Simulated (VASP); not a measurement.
# Ir in VASP: further runs

Ir is run at these levels: PBEsol; tasks: electric field gradients.

Everything below comes from runs of VASP 6.6.1. Logs are shortened: lines on timing, memory, paths and dates and some standing lists are left out, and cuts for length are marked.

## (1) The cell of the first run

It takes space group I4/mmm (No. 139, tetragonal). Conventional cell: a = 2.715 Å, b = 2.715 Å, c = 3.916 Å, α = 90.00°, β = 90.00°, γ = 90.00°. Within 3.6 Å of Ir (site symmetry 4/mmm) lie 12 Ir at 2.71 to 2.74 Å.

## (2) Electric field gradients, PBEsol (zz strain of +2 %)

File INCAR:

```
  PREC = Accurate
  ENCUT = 520
  EDIFF = 1E-8
  ISMEAR = -1
  SIGMA = 0.05
  LREAL = False
  LASPH = True
  NELM = 60
  ALGO = Normal
  ISIF = 2
  LWAVE = False
  LCHARG = False
  GGA = PS
  LEFG = True
  NBANDS = 10
```

File KPOINTS:

```
Automatic mesh
0
Gamma
  18 18 18
```

File POSCAR:

```
Ir
1.0
    0.0000000000      1.9197000000      1.9580940000
    1.9197000000      0.0000000000      1.9580940000
    1.9197000000      1.9197000000      0.0000000000
Ir
1
Direct
    0.0000000000      0.0000000000      0.0000000000
```

Potentials or basis: VASP PAW PBE potentials, release 64 (Ir).

Launch:

```bash
cat potpaw_PBE.64/Ir/POTCAR > POTCAR
mpirun -np 1 vasp_std > vasp.out
```

OUTCAR:

```text
PREC = Accurate
   ENCUT = 520
   EDIFF = 1E-8
   ISMEAR = -1
   LREAL = False
   LASPH = True
   NELM = 60
   ISIF = 2
   GGA = PS

 ion  position               nearest neighbor table
   1  0.000  0.000  0.000-

  LATTYP: Found a body centered tetragonal cell.
 ALAT       =     2.7148657757
 C/A-ratio  =     1.4424978336

  Lattice vectors:

 A1 = (  -1.9197000000,   0.0000000000,   1.9580940000)
 A2 = (   1.9197000000,   0.0000000000,   1.9580940000)
 A3 = (   0.0000000000,   1.9197000000,  -1.9580940000)

Analysis of symmetry for initial positions (statically):
=====================================================================
 Subroutine PRICEL returns:
 Original cell was already a primitive cell.

 Routine SETGRP: Setting up the symmetry group for a
 body centered tetragonal supercell.

 Subroutine GETGRP returns: Found 16 space group operations
 (whereof 16 operations were pure point group operations)
 out of a pool of 16 trial point group operations.

The static configuration has the point symmetry D_4h.

Analysis of symmetry for dynamics (positions and initial velocities):
=====================================================================
 Subroutine PRICEL returns:
 Original cell was already a primitive cell.

 Routine SETGRP: Setting up the symmetry group for a
 body centered tetragonal supercell.

 Subroutine GETGRP returns: Found 16 space group operations
 (whereof 16 operations were pure point group operations)
 out of a pool of 16 trial point group operations.

The dynamic configuration has the point symmetry D_4h.

 Subroutine INISYM returns: Found 16 space group operations
 (whereof 16 operations are pure point group operations),
 and found     1 'primitive' translations

----------------------------------------------------------------------------------------

                                     Primitive cell

  volume of cell :      14.4321

  direct lattice vectors                    reciprocal lattice vectors
     0.000000000  1.919700000  1.958094000    -0.260457363  0.260457363  0.255350356
     1.919700000  0.000000000  1.958094000     0.260457363 -0.260457363  0.255350356
     1.919700000  1.919700000  0.000000000     0.260457363  0.260457363 -0.255350356

  length of vectors
     2.742148829  2.742148829  2.714865776     0.448196252  0.448196252  0.448196252

  position of ions in fractional coordinates (direct lattice)
     0.000000000  0.000000000  0.000000000

  ion indices of the primitive-cell ions
   primitive index   ion index
                 1           1

----------------------------------------------------------------------------------------

 KPOINTS: Automatic mesh

Automatic generation of k-mesh.
 Grid dimensions read from file:
 generate k-points for:   18   18   18

 Generating k-lattice:

  Cartesian coordinates                     Fractional coordinates (reciprocal lattice)
    -0.014469854  0.014469854  0.014186131     0.055555556  0.000000000  0.000000000
     0.014469854 -0.014469854  0.014186131     0.000000000  0.055555556  0.000000000
     0.014469854  0.014469854 -0.014186131    -0.000000000 -0.000000000  0.055555556

  Length of vectors
     0.024899792  0.024899792  0.024899792

  Shift w.r.t. Gamma in fractional coordinates (k-lattice)
     0.000000000  0.000000000  0.000000000

 Subroutine IBZKPT returns following result:
 ===========================================

 Found    480 irreducible k-points:

 Following reciprocal coordinates:
            Coordinates               Weight
  0.000000  0.000000  0.000000      1.000000
  0.055556  0.000000  0.000000      8.000000
  0.111111  0.000000  0.000000      8.000000
  0.166667  0.000000  0.000000      8.000000
  0.222222  0.000000  0.000000      8.000000
  0.277778  0.000000  0.000000      8.000000
[... 16 lines left out ...]
 -0.277778  0.055556  0.000000      8.000000
 -0.222222  0.055556  0.000000      8.000000
 [... further k-points ...]
   k-points           NKPTS =    480   k-points in BZ     NKDIM =    480   number of bands    NBANDS=     10
   number of dos      NEDOS =    301   number of ions     NIONS =      1
   total plane-waves  NPLWV =   8000
   dimension x,y,z NGX =    20 NGY =   20 NGZ =   20
   dimension x,y,z NGXF=    40 NGYF=   40 NGZF=   40
   ions per type =               1
   NGX,Y,Z   is equivalent  to a cutoff of  12.13, 12.13, 12.25 a.u.
   NGXF,Y,Z  is equivalent  to a cutoff of  24.25, 24.25, 24.49 a.u.
 SYSTEM =  unknown system
   PREC   = accura    normal or accurate (medium, high low for compatibility)
   ISTART =      0    job   : 0-new  1-cont  2-samecut
   ICHARG =      2    charge: 1-file 2-atom 10-const
   ISPIN  =      1    spin polarized calculation?
   LNONCOLLINEAR =      F non collinear calculations
   LSORBIT =      F    spin-orbit coupling
   LASPH  =      T    aspherical Exc in radial PAW
   ENCUT  =  520.0 eV  38.22 Ry    6.18 a.u.   5.10  5.10  5.05*2*pi/ulx,y,z
   NELM   =     60;   NELMIN=  2; NELMDL= -5     # of ELM steps
   EDIFF  = 0.1E-07   stopping-criterion for ELM
   LREAL  =      F    real-space projection
   EDIFFG = 0.1E-06   stopping-criterion for IOM
   NSW    =      0    number of steps for IOM
   IBRION =     -1    ionic relax: 0-MD 1-quasi-New 2-CG
   NFREE  =      0    steps in history (QN), initial steepest desc. (CG)
   ISIF   =      2    stress and relaxation
   ISYM   =      2    0-nonsym 1-usesym 2-fastsym
   POTIM  = 0.5000    time-step for ionic-motion
   TEBEG  =    0.0;   TEEND  =   0.0 temperature during run
   PSTRESS=    0.0 pullay stress
   NELECT =       9.0000    total number of electrons
   NUPDOWN=      -1.0000    fix difference up-down
   EMIN   =  10.00;   EMAX   =-10.00  energy-range for DOS
   EFERMI =   0.00;   METHOD = LEGACY
   ISMEAR =    -1;   SIGMA  =   0.05  broadening in eV -4-tet -1-fermi 0-gaus
   EFERMI_NEDOS =   21; number of points for ismear=-14 and -15
   IALGO  =     38    algorithm
   IMIX   =      4    mixing-type and parameters
     AMIX     =   0.40;   BMIX     =  1.00
     AMIX_MAG =   1.60;   BMIX_MAG =  1.00
  volume/ion in A,a.u.               =      14.43        97.39
  Fermi-wavevector in a.u.,A,eV,Ry     =   1.398660  2.643085 26.616406  1.956251
  Thomas-Fermi vector in A             =   2.521796
   LORBIT       =      0    0 simple, 1 ext, 2 COOP (PROOUT), +10 PAW based schemes
   GGA     = PS    functional components
   LHFCALC =     F    Hartree Fock is set to
   AEXX    =    0.0000 exact exchange contribution
   IVDW    =     0    specifies the selected vdW correction
   LEPSILON=     F    determine dielectric tensor
   LRPA    =     F    only Hartree local field effects (RPA)
 non-spin polarized calculation
  energy-cutoff  :      520.00
  volume of cell :       14.43
 maximum number of plane-waves:       397
   NGX = 11   NGY = 11   NGZ = 11

 number of electron       9.0000000 magnetization

 Free energy of the ion-electron system (eV)
  ---------------------------------------------------
  ext. energy  EPLUGINS =         0.00000000
  ---------------------------------------------------
  free energy    TOTEN  =        -9.81085353 eV

  energy without entropy =       -9.80229441  energy(sigma->0) =       -9.80657397

 E-fermi :   9.9302     XC(G=0): -13.9846

 val. band max:        9.9295913088   @ k =  -0.2222   0.1111   0.0556
 cond. band min:       9.9354795889   @ k =  -0.3889   0.3333   0.2222
 fundamental gap:      0.0058882801
 Fermi energy:         9.9301996193

 k-point     1 :       0.0000    0.0000    0.0000
  band No.  band energies     occupation
      1      -1.0732      2.00000
      2       5.9486      2.00000
      3       6.2044      2.00000
      4       6.2044      2.00000
      5       8.5739      2.00000
      6       8.9155      2.00000
      7      24.2655      0.00000
      8      29.3124      0.00000
      9      29.9180      0.00000
     10      29.9180      0.00000

 k-point     2 :       0.0556    0.0000    0.0000
  band No.  band energies     occupation
      1      -0.9384      2.00000
      2       5.9523      2.00000
      3       6.1872      2.00000
      4       6.2630      2.00000
      5       8.5410      2.00000
      6       8.8733      2.00000
      7      24.4971      0.00000
      8      28.9060      0.00000
      9      29.7939      0.00000
     10      30.1395      0.00000

 k-point     3 :       0.1111    0.0000    0.0000
  band No.  band energies     occupation
      1      -0.5474      2.00000
      2       5.8381      2.00000
      3       6.2671      2.00000
      4       6.4184      2.00000
      5       8.4750      2.00000
      6       8.7759      2.00000
      7      25.1324      0.00000
      8      27.5089      0.00000
      9      30.3643      0.00000
     10      30.7821      0.00000

 k-point     4 :       0.1667    0.0000    0.0000
  band No.  band energies     occupation
      1       0.0537      2.00000
      2       5.6443      2.00000
      3       6.4117      2.00000
      4       6.6005      2.00000
      5       8.4757      2.00000
      6       8.7147      2.00000
      7      25.7938      0.00000
      8      26.1354      0.00000
      9      31.3452      0.00000
     10      31.7793      0.00000

 k-point     5 :       0.2222    0.0000    0.0000
  band No.  band energies     occupation
      1       0.7650      2.00000
      2       5.5524      2.00000
      3       6.4614      2.00000
      4       6.6920      2.00000
      5       8.6774      2.00000
      6       8.8260      2.00000
      7      24.3615      0.00000
      8      26.5896      0.00000
      9      32.5670      0.00000
     10      32.9853      0.00000

 k-point     6 :       0.2778    0.0000    0.0000
  band No.  band energies     occupation
      1       1.4098      2.00000
      2       5.7673      2.00000
      3       6.3692      2.00000
      4       6.6294      2.00000
      5       9.1171      2.00000
      6       9.1758      2.00000
      7      22.7485      0.00000
      8      26.2725      0.00000
      9      33.3670      0.00000
     10      33.6070      0.00000
[... 183 lines left out ...]
 k-point    21 :      -0.3889    0.0556    0.0000
  band No.  band energies     occupation
      1       2.0822      2.00000
      2       5.9355      2.00000
      3       6.3369      2.00000
      4       7.6114      2.00000
      5      10.0963      0.06967
      6      11.0279      0.00000
      7      18.5486      0.00000
      8      24.4390      0.00000
      9      29.3631      0.00000
     10      30.9952      0.00000

 k-point    22 :      -0.3333    0.0556    0.0000
  band No.  band energies     occupation
      1       1.9993      2.00000
      2       6.0881      2.00000
      3       6.4815      2.00000
      4       6.5947      2.00000
      5       9.5319      1.99931
      6      10.4491      0.00006
      7      20.3787      0.00000
      8      25.1632      0.00000
      9      30.2699      0.00000
     10      32.5472      0.00000

 k-point    23 :      -0.2778    0.0556    0.0000
  band No.  band energies     occupation
      1       1.7014      2.00000
      2       5.7685      2.00000
      3       6.3210      2.00000
      4       6.6549      2.00000
      5       8.9596      2.00000
      6       9.8147      1.81934
      7      22.2186      0.00000
      8      26.1116      0.00000
      9      31.3395      0.00000
     10      33.3957      0.00000

 k-point    24 :      -0.2222    0.0556    0.0000
  band No.  band energies     occupation
      1       1.1226      2.00000
      2       5.4627      2.00000
      3       6.4511      2.00000
      4       6.7712      2.00000
      5       8.5292      2.00000
      6       9.2463      2.00000
      7      23.8904      0.00000
      8      26.7367      0.00000
      9      31.4795      0.00000
     10      33.1256      0.00000

 [... further k-points ...]
[... 5 lines left out ...]
  --------------------------------------------------------------------------------------
  -------------------------------------------------------------------------------------
  Total       -0.5709843     -0.5709843     -1.2385726      0.0000000      0.0000000      0.0000000
  in kB      -63.3876228    -63.3876228   -137.4997157      0.0000000      0.0000000      0.0000000
  external PRESSURE =     -88.0916538 kB  Pullay stress =       0.0000000 kB

 VOLUME and BASIS-vectors are now :
 -----------------------------------------------------------------------------
  energy-cutoff  :      520.00
  volume of cell :       14.43
      direct lattice vectors                 reciprocal lattice vectors
     0.000000000  1.919700000  1.958094000    -0.260457363  0.260457363  0.255350356
     1.919700000  0.000000000  1.958094000     0.260457363 -0.260457363  0.255350356
     1.919700000  1.919700000  0.000000000     0.260457363  0.260457363 -0.255350356

 POSITION                                       TOTAL-FORCE (eV/Angst)
 -----------------------------------------------------------------------------------
      0.00000      0.00000      0.00000         0.000000      0.000000      0.000000
 -----------------------------------------------------------------------------------
    total drift:                                0.000000     -0.000000     -0.000000

  FREE ENERGIE OF THE ION-ELECTRON SYSTEM (eV)
  ---------------------------------------------------
  free  energy   TOTEN  =        -9.8108535345 eV

  energy  without entropy=       -9.8022944056  energy(sigma->0) =       -9.80657397

 Electric field gradients (V/A^2)
---------------------------------------------------------------------
 ion       V_xx      V_yy      V_zz      V_xy      V_xz      V_yz
---------------------------------------------------------------------
   1      -7.504    -7.504    15.008     0.000     0.000     0.000
---------------------------------------------------------------------

 Electric field gradients after diagonalization (V/A^2)
 (convention: |V_zz| > |V_xx| > |V_yy|)
----------------------------------------------------------------------
 ion       V_xx      V_yy      V_zz     asymmetry (V_yy - V_xx)/ V_zz
----------------------------------------------------------------------
   1      -7.504    -7.504    15.008       0.000
----------------------------------------------------------------------

           NMR quadrupolar parameters

 Cq : quadrupolar parameter    Cq=e*Q*V_zz/h
 eta: asymmetry parameters     (V_yy - V_xx)/ V_zz
 Q  : nuclear electric quadrupole moment in mb (millibarn)
----------------------------------------------------------------------
 ion       Cq(MHz)       eta       Q (mb)
----------------------------------------------------------------------
   1       0.036       0.000       1.000
----------------------------------------------------------------------
```

Wall time 31 s (1 thread of Intel Xeon 6975P-C, shared host); peak memory 0.19 GiB.

Results:

```yaml
Free_energy: -9.8109 eV
Pressure: -8.8 GPa
```

Electric field gradients, principal values (V/Å²):
```tsv
atom	least	middle	greatest (by size)
1 Ir	-7.504	-7.504	15.008
```

Caveat: the cell differs from its parent crystal (zz strain of +2 %); without QUAD_EFG the Cq values of the log hold for a quadrupole moment of 1 mb, not for the nuclei; the PAW data sets were made with another functional, which shifts forces and pressure a little; spin-orbit coupling is left out, which moves the levels of the heavy elements.

(Part 1 of 2 ends here.)
